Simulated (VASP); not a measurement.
## S: single point with LDA

Crystal: S.

```
CELL_PARAMETERS angstrom
0.00000 2.15878 2.15878
2.15878 0.00000 2.15878
2.15878 2.15878 0.00000
ATOMIC_POSITIONS crystal
S 0.87500 0.87500 0.87500
S 0.12500 0.12500 0.12500
```

This cell differs from its parent crystal: volume scaled by 0.45.

```json
{
 "Program": "VASP 6.6.1",
 "Task": "single point",
 "Functional": "LDA",
 "Potentials or basis": "VASP PAW LDA potentials, release 64 (S)",
 "Cutoff": "520 eV",
 "k mesh": "13 × 13 × 13",
 "Occupations": "fermi-dirac, width 0.05 eV",
 "Spin": "no spin polarisation",
 "Dipole correction": "no",
 "Further INCAR settings": "ALGO = Normal; EDIFF = 1e-06; NBANDS = 13"
}
```

- Pressure: 129.4 GPa
- Band gap on the k mesh: zero (band 6 reaches 18.03 eV, above the bottom of band 7 at 12.99 eV)

Levels at points of the mesh, in eV from the Fermi level:
| k point | band 3 | band 4 | band 5 | band 6 | band 7 | band 8 | band 9 | band 10 |
| --- | --- | --- | --- | --- | --- | --- | --- | --- |
| (0.00, 0.00, 0.00) | -7.42 | -7.42 | -2.58 | -2.58 | -2.58 | -0.83 | 5.80 | 5.80 |

Wall time 46 s on 1 thread of AMD EPYC 7R13 (shared host), peak memory 0.1 GiB.
